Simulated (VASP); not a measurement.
Input of a VASP 6.6.1 run:

The input INCAR:

```
PREC     = Accurate       # precision mode
ENCUT    = 520            # plane-wave cutoff, eV
EDIFF    = 1E-6           # SCF threshold, eV
ISMEAR   = 0              # smearing method
SIGMA    = 0.1            # smearing width, eV
LREAL    = F              # projectors in reciprocal space
LASPH    = T              # aspherical terms in the spheres
NELM     = 60             # most SCF steps
ALGO     = Normal         # electronic algorithm
ISIF     = 2              # what is computed and relaxed
LWAVE    = F              # write WAVECAR
LCHARG   = F              # write CHGCAR
GGA      = PE             # functional
NBANDS   = 21             # bands
```

The input KPOINTS:

```
regular mesh
0
Gamma
  6 6 6
```

File POSCAR:

```
BeSe4
1.0
   -3.5092191100      3.5092191100      2.1706639300
    3.5092191100     -3.5092191100      2.1706639300
    3.5092191100      3.5092191100     -2.1706639300
Be Se
1 4
Direct
    0.0000000000      0.0000000000      0.0000000000
    0.1996101100      0.5996307700      0.7992408900
    0.5996307700      0.8003898900      0.4000206600
    0.4003692300      0.1996101100      0.5999793400
    0.8003898900      0.4003692300      0.2007591100
```

Potentials or basis: VASP PAW PBE potentials, release 64 (Be, Se).

Launch:

```bash
$ cat potpaw_PBE.64/Be/POTCAR potpaw_PBE.64/Se/POTCAR > POTCAR
$ mpirun -np 1 vasp_std > vasp.out
```

Predict the band gap on the k mesh.

zero (band 13 reaches 4.41 eV, above the bottom of band 14 at 3.68 eV).

Estimate the largest force.

0.335 eV/Å.

Forces in eV/Å, atoms in the order of the input:
```
Be   0.000  0.000  0.000
Se   0.318  0.107  0.000
Se  -0.107  0.318  0.000
Se   0.107 -0.318  0.000
Se  -0.318 -0.107  0.000
```
